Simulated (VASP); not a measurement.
SiNi3, 4 atoms in the cell. The structure is cubic, space group Pm-3m (No. 221). Conventional cell: a = 3.542 Å, b = 3.542 Å, c = 3.542 Å, α = 90.00°, β = 90.00°, γ = 90.00°. Ni (site symmetry 4/mmm) has 8 Ni at 2.50 Å and 4 Si at 2.50 Å within 3.3 Å. Si (site symmetry m-3m) has 12 Ni at 2.50 Å within 3.3 Å. 

- Program: VASP 6.6.1
- Task: single point
- Functional: LDA
- Potentials or basis: VASP PAW LDA potentials, release 64 (Ni_sv_GW, Si)
- Cutoff: 590 eV
- k mesh: 4 × 4 × 4
- Occupations: fermi-dirac, width 0.05 eV
- Spin: collinear spin, ferromagnetic start
- Starting moments: [1.0, 1.0, 1.0, 0.0] μB
- Dipole correction: no
- Second run: valence_matched
- Further INCAR settings: ALGO = Normal; EDIFF = 1e-06; NBANDS = 41

Potentials or basis: VASP PAW LDA potentials, release 64 (Ni_sv_GW, Si).

The run is started by

```bash
$ cat potpaw_LDA.64/Ni_sv_GW/POTCAR potpaw_LDA.64/Si/POTCAR > POTCAR
$ mpirun -np 1 vasp_std > vasp.out
```

Hardware: 1 thread of Intel(R) Xeon(R) Platinum 8488C (Sapphire Rapids) (shared host).

Question: Estimate the wall time of this run.

Answer: Run time: 35 s on 1 thread of Intel(R) Xeon(R) Platinum 8488C (Sapphire Rapids), on a shared host, peak memory 0.17 GiB. Counts: scf iterations 14, k points 10.
